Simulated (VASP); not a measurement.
# Ti3SbP (Pm-3m) in VASP: further runs, part 2 of 3

VASP 6.6.1. The steps go on from the part before.

**3. Single point, PBE**

This run uses another cell than the first one, of 19.11 Å³/atom.

The input, INCAR:

```
SYSTEM = Ti3SbP
PREC = Accurate ; ENCUT = 520
EDIFF = 1E-6 ; ISMEAR = 0
SIGMA = 0.1 ; LREAL = .False.
LASPH = .True. ; NELM = 60
ALGO = Normal ; ISIF = 2
LWAVE = .False. ; LCHARG = .True.
GGA = PE ; LELF = .True.
LVHAR = .True. ; NBANDS = 31
```

The input, KPOINTS:

```
regular mesh
0
Gamma
  4 4 4
  0 0 0
```

The input, POSCAR:

```
Ti3SbP
1.0
    4.5720294147      0.0000000000      0.0000000000
    0.0000000000      4.5720294147      0.0000000000
    0.0000000000      0.0000000000      4.5720294147
Ti Sb P
3 1 1
Direct
    0.0000000000      0.5000000000      0.5000000000
    0.5000000000      0.0000000000      0.5000000000
    0.5000000000      0.5000000000      0.0000000000
    0.0000000000      0.0000000000      0.0000000000
    0.5000000000      0.5000000000      0.5000000000
```

Potentials or basis: VASP PAW PBE potentials, release 64 (Ti_sv, Sb, P).

Started as:

```console
$ cat potpaw_PBE.64/Ti_sv/POTCAR potpaw_PBE.64/Sb/POTCAR potpaw_PBE.64/P/POTCAR > POTCAR
$ mpirun -np 1 vasp_std > vasp.out
```

OUTCAR:

```text
SYSTEM = Ti3SbP
   PREC = Accurate
   ENCUT = 520
   EDIFF = 1E-6
   ISMEAR = 0
   LREAL = .False.
   LASPH = .True.
   NELM = 60
   ISIF = 2
   GGA = PE

 ion  position               nearest neighbor table
   1  0.000  0.500  0.500-   5 2.29   5 2.29   4 3.23   4 3.23   4 3.23   4 3.23
   2  0.500  0.000  0.500-   5 2.29   5 2.29   4 3.23   4 3.23   4 3.23   4 3.23
   3  0.500  0.500  0.000-   5 2.29   5 2.29   4 3.23   4 3.23   4 3.23   4 3.23
   4  0.000  0.000  0.000-   1 3.23   2 3.23   3 3.23   1 3.23   2 3.23   1 3.23   3 3.23   1 3.23
                             2 3.23   3 3.23   2 3.23   3 3.23
   5  0.500  0.500  0.500-   1 2.29   2 2.29   3 2.29   3 2.29   2 2.29   1 2.29

  LATTYP: Found a simple cubic cell.
 ALAT       =     4.5720294147

  Lattice vectors:

 A1 = (   4.5720294147,   0.0000000000,   0.0000000000)
 A2 = (   0.0000000000,   4.5720294147,   0.0000000000)
 A3 = (   0.0000000000,   0.0000000000,   4.5720294147)

Analysis of symmetry for initial positions (statically):
=====================================================================
 Subroutine PRICEL returns:
 Original cell was already a primitive cell.

 Routine SETGRP: Setting up the symmetry group for a
 simple cubic supercell.

 Subroutine GETGRP returns: Found 48 space group operations
 (whereof 48 operations were pure point group operations)
 out of a pool of 48 trial point group operations.

The static configuration has the point symmetry O_h .

Analysis of symmetry for dynamics (positions and initial velocities):
=====================================================================
 Subroutine PRICEL returns:
 Original cell was already a primitive cell.

 Routine SETGRP: Setting up the symmetry group for a
 simple cubic supercell.

 Subroutine GETGRP returns: Found 48 space group operations
 (whereof 48 operations were pure point group operations)
 out of a pool of 48 trial point group operations.

The dynamic configuration has the point symmetry O_h .

 Subroutine INISYM returns: Found 48 space group operations
 (whereof 48 operations are pure point group operations),
 and found     1 'primitive' translations

----------------------------------------------------------------------------------------

                                     Primitive cell

  volume of cell :      95.5712

  direct lattice vectors                    reciprocal lattice vectors
     4.572029415  0.000000000  0.000000000     0.218721252  0.000000000  0.000000000
     0.000000000  4.572029415  0.000000000     0.000000000  0.218721252  0.000000000
     0.000000000  0.000000000  4.572029415     0.000000000  0.000000000  0.218721252

  length of vectors
     4.572029415  4.572029415  4.572029415     0.218721252  0.218721252  0.218721252

  position of ions in fractional coordinates (direct lattice)
     0.000000000  0.500000000  0.500000000
     0.500000000  0.000000000  0.500000000
     0.500000000  0.500000000  0.000000000
     0.000000000  0.000000000  0.000000000
     0.500000000  0.500000000  0.500000000

  ion indices of the primitive-cell ions
   primitive index   ion index
                 1           1
                 2           2
                 3           3
                 4           4
[... 29 lines left out ...]
            Coordinates               Weight
  0.000000  0.000000  0.000000      1.000000
  0.250000  0.000000  0.000000      6.000000
  0.500000  0.000000  0.000000      3.000000
  0.250000  0.250000  0.000000     12.000000
  0.500000  0.250000  0.000000     12.000000
  0.500000  0.500000  0.000000      3.000000
  0.250000  0.250000  0.250000      8.000000
  0.500000  0.250000  0.250000     12.000000
  0.500000  0.500000  0.250000      6.000000
  0.500000  0.500000  0.500000      1.000000
   k-points           NKPTS =     10   k-points in BZ     NKDIM =     10   number of bands    NBANDS=     31
   number of dos      NEDOS =    301   number of ions     NIONS =      5
   total plane-waves  NPLWV =  46656
   dimension x,y,z NGX =    36 NGY =   36 NGZ =   36
   dimension x,y,z NGXF=    72 NGYF=   72 NGZF=   72
   ions per type =               3   1   1
   NGX,Y,Z   is equivalent  to a cutoff of  13.09, 13.09, 13.09 a.u.
   NGXF,Y,Z  is equivalent  to a cutoff of  26.18, 26.18, 26.18 a.u.
 SYSTEM =  Ti3SbP
   PREC   = accura    normal or accurate (medium, high low for compatibility)
   ISTART =      0    job   : 0-new  1-cont  2-samecut
   ICHARG =      2    charge: 1-file 2-atom 10-const
   ISPIN  =      1    spin polarized calculation?
   LNONCOLLINEAR =      F non collinear calculations
   LSORBIT =      F    spin-orbit coupling
   LASPH  =      T    aspherical Exc in radial PAW
   ENCUT  =  520.0 eV  38.22 Ry    6.18 a.u.   8.50  8.50  8.50*2*pi/ulx,y,z
   NELM   =     60;   NELMIN=  2; NELMDL= -5     # of ELM steps
   EDIFF  = 0.1E-05   stopping-criterion for ELM
   LREAL  =      F    real-space projection
   EDIFFG = 0.1E-04   stopping-criterion for IOM
   NSW    =      0    number of steps for IOM
   IBRION =     -1    ionic relax: 0-MD 1-quasi-New 2-CG
   NFREE  =      0    steps in history (QN), initial steepest desc. (CG)
   ISIF   =      2    stress and relaxation
   ISYM   =      2    0-nonsym 1-usesym 2-fastsym
   POTIM  = 0.5000    time-step for ionic-motion
   TEBEG  =    0.0;   TEEND  =   0.0 temperature during run
   PSTRESS=    0.0 pullay stress
   NELECT =      46.0000    total number of electrons
   NUPDOWN=      -1.0000    fix difference up-down
   EMIN   =  10.00;   EMAX   =-10.00  energy-range for DOS
   EFERMI =   0.00;   METHOD = LEGACY
   ISMEAR =     0;   SIGMA  =   0.10  broadening in eV -4-tet -1-fermi 0-gaus
   EFERMI_NEDOS =   21; number of points for ismear=-14 and -15
   IALGO  =     38    algorithm
   IMIX   =      4    mixing-type and parameters
     AMIX     =   0.40;   BMIX     =  1.00
     AMIX_MAG =   1.60;   BMIX_MAG =  1.00
  volume/ion in A,a.u.               =      19.11       128.99
  Fermi-wavevector in a.u.,A,eV,Ry     =   1.282976  2.424472 22.395552  1.646027
  Thomas-Fermi vector in A             =   2.415256
   LORBIT       =      0    0 simple, 1 ext, 2 COOP (PROOUT), +10 PAW based schemes
   GGA     = PE    functional components
   LHFCALC =     F    Hartree Fock is set to
   AEXX    =    0.0000 exact exchange contribution
   IVDW    =     0    specifies the selected vdW correction
   LEPSILON=     F    determine dielectric tensor
   LRPA    =     F    only Hartree local field effects (RPA)
 non-spin polarized calculation
 Gauss-broadening in eV      SIGMA  =   0.10
  energy-cutoff  :      520.00
  volume of cell :       95.57
 maximum number of plane-waves:      2612
 NGX is ok and might be reduce to    36
   NGX = 17   NGY = 17   NGZ = 17

 number of electron      46.0000023 magnetization

 Free energy of the ion-electron system (eV)
  ---------------------------------------------------
  ext. energy  EPLUGINS =         0.00000000
  ---------------------------------------------------
  free energy    TOTEN  =       -34.75301688 eV

  energy without entropy =      -34.71456597  energy(sigma->0) =      -34.73379142

 E-fermi :   8.5685     XC(G=0): -10.8955

 val. band max:        8.5408970804   @ k =   0.2500   0.2500   0.2500
 cond. band min:       8.6153890349   @ k =   0.2500   0.2500   0.0000
 fundamental gap:      0.0744919544
 Fermi energy:         8.5685033634

 k-point     1 :       0.0000    0.0000    0.0000
  band No.  band energies     occupation
      1     -48.6076      2.00000
      2     -48.5705      2.00000
      3     -48.5705      2.00000
      4     -24.9853      2.00000
      5     -24.9853      2.00000
      6     -24.9853      2.00000
[... 329 lines left out ...]
     30      10.7226      0.00000
     31      10.7226      0.00000

------------------------ aborting loop because EDIFF is reached ----------------------------------------

  FORCE on cell =-STRESS in cart. coord.  units (eV):
  Direction    XX          YY          ZZ          XY          YZ          ZX
  --------------------------------------------------------------------------------------
  -------------------------------------------------------------------------------------
  Total        0.1821141      0.1821141      0.1821141      0.0000000      0.0000000      0.0000000
  in kB        3.0530019      3.0530019      3.0530019      0.0000000      0.0000000      0.0000000
  external PRESSURE =       3.0530019 kB  Pullay stress =       0.0000000 kB

 VOLUME and BASIS-vectors are now :
 -----------------------------------------------------------------------------
  energy-cutoff  :      520.00
  volume of cell :       95.57
      direct lattice vectors                 reciprocal lattice vectors
     4.572029415  0.000000000  0.000000000     0.218721252  0.000000000  0.000000000
     0.000000000  4.572029415  0.000000000     0.000000000  0.218721252  0.000000000
     0.000000000  0.000000000  4.572029415     0.000000000  0.000000000  0.218721252

 POSITION                                       TOTAL-FORCE (eV/Angst)
 -----------------------------------------------------------------------------------
      0.00000      2.28601      2.28601         0.000000      0.000000      0.000000
      2.28601      0.00000      2.28601         0.000000      0.000000      0.000000
      2.28601      2.28601      0.00000         0.000000      0.000000      0.000000
      0.00000      0.00000      0.00000         0.000000      0.000000      0.000000
      2.28601      2.28601      2.28601         0.000000      0.000000      0.000000
 -----------------------------------------------------------------------------------
    total drift:                                0.000000      0.000000      0.000000

  FREE ENERGIE OF THE ION-ELECTRON SYSTEM (eV)
  ---------------------------------------------------
  free  energy   TOTEN  =       -34.7530168761 eV

  energy  without entropy=      -34.7145659736  energy(sigma->0) =      -34.73379142
```

stdout:

```text
POSCAR found type information on POSCAR TiSbP
 POSCAR found :  3 types and       5 ions
 scaLAPACK will be used
 LDA part: xc-table for (Slater+PW92), standard interpolation
 POSCAR, INCAR and KPOINTS ok, starting setup
 FFT: planning ... GRIDC
 FFT: planning ... GRID_SOFT
 FFT: planning ... GRID
 WAVECAR not read
 entering main loop
```

Run time: 19 s. Hardware: 1 thread of AMD EPYC 9R45 (Zen 5), shared host; peak memory 0.18 GiB.

Results:

| Property | Result |
| --- | --- |
| Free energy | -34.7530 eV |
| Pressure | 0.3 GPa |
| Band gap on the k mesh | zero (bands 23 and 24 overlap by 0.31 eV) |

Caveat: spin-orbit coupling is left out, which moves the levels of the heavy elements.

**4. Relaxation of cell and atoms, PBE**

The input, INCAR:

```
  ALGO = Normal
  EDIFF = 1E-6
  EDIFFG = -0.04
  ENCUT = 600
  GGA = PE
  IBRION = 2
  ISIF = 3
  ISMEAR = 0
  LASPH = True
  LCHARG = False
  LREAL = False
  LWAVE = False
  NELM = 100
  NSW = 90
  PREC = Accurate
  SIGMA = 0.1
```

The input, KPOINTS:

```
k-points
0
Gamma
  4 4 4
```

POSCAR, as its differences from that of step 3:

```diff
@@ -2,5 +2,5 @@
 1.0
-    4.5720294147      0.0000000000      0.0000000000
-    0.0000000000      4.5720294147      0.0000000000
-    0.0000000000      0.0000000000      4.5720294147
+    4.3622459600      0.0000000000      0.0000000000
+    0.0000000000      4.3622459600      0.0000000000
+    0.0000000000      0.0000000000      4.3622459600
 Ti Sb P
```

Started as:

```console
$ cat potpaw_PBE.64/Ti_sv/POTCAR potpaw_PBE.64/Sb/POTCAR potpaw_PBE.64/P/POTCAR > POTCAR
$ mpirun -np 1 vasp_std > vasp.out
```

Run time: 51 s. Hardware: 1 thread of AMD EPYC 9R45 (Zen 5), shared host; peak memory 0.2 GiB.

Results (log left out):

* Free energy: -34.7500 eV
* Relaxed volume: 19.22 Å³/atom
* Relaxed cell: a = 4.580 Å, b = 4.580 Å, c = 4.580 Å, α = 90.00°, β = 90.00°, γ = 90.00°
* Space group after relaxing (to 0.1 Å): Pm-3m (No. 221)
* Energy gained by relaxing: 137.5 meV/atom
* Ionic steps: 3
* Pressure after relaxing: -0.2 GPa
* Band gap on the k mesh: zero (bands 23 and 24 overlap by 0.32 eV)

Step by step:
```csv
step,energy change (eV),largest force (eV/Å),pressure (GPa),volume (Å³)
1,0.0000,0.0000,19.30,83.01
2,-0.2073,0.0000,-10.12,109.43
3,-0.6877,0.0000,-0.24,96.09
```

Final structure:
```xyz
5
Lattice="4.5803 0.0000 0.0000 0.0000 4.5803 0.0000 0.0000 0.0000 4.5803" Properties=species:S:1:pos:R:3 pbc="T T T"
Ti    0.0000    2.2901    2.2901
Ti    2.2901    0.0000    2.2901
Ti    2.2901    2.2901    0.0000
Sb    0.0000    0.0000    0.0000
P     2.2901    2.2901    2.2901
```

Levels at points of the mesh, in eV from the Fermi level:
```
           k point  band 20  band 21  band 22  band 23  band 24  band 25  band 26  band 27
(0.00, 0.00, 0.00)    -1.74    -1.56    -1.56    -0.15    -0.15    -0.15     0.61     0.61
(0.50, 0.00, 0.00)    -2.70    -1.47    -0.59     0.16     0.44     0.50     0.50     0.65
(0.50, 0.50, 0.00)    -2.62    -0.59    -0.59     0.14     0.14     0.29     0.84     1.06
(0.50, 0.50, 0.50)    -3.40    -0.15    -0.15    -0.15     0.16     0.16     0.16     0.98
```

Caveat: the k points lie up to 0.34 Å⁻¹ apart in the final cell; the volume moved by over 15 % at a fixed basis, so the end points are rough; spin-orbit coupling is left out, which moves the levels of the heavy elements.

(Part 2 of 3 ends here.)

The gap in the log of VASP goes by the Fermi energy; the results here count the filled bands.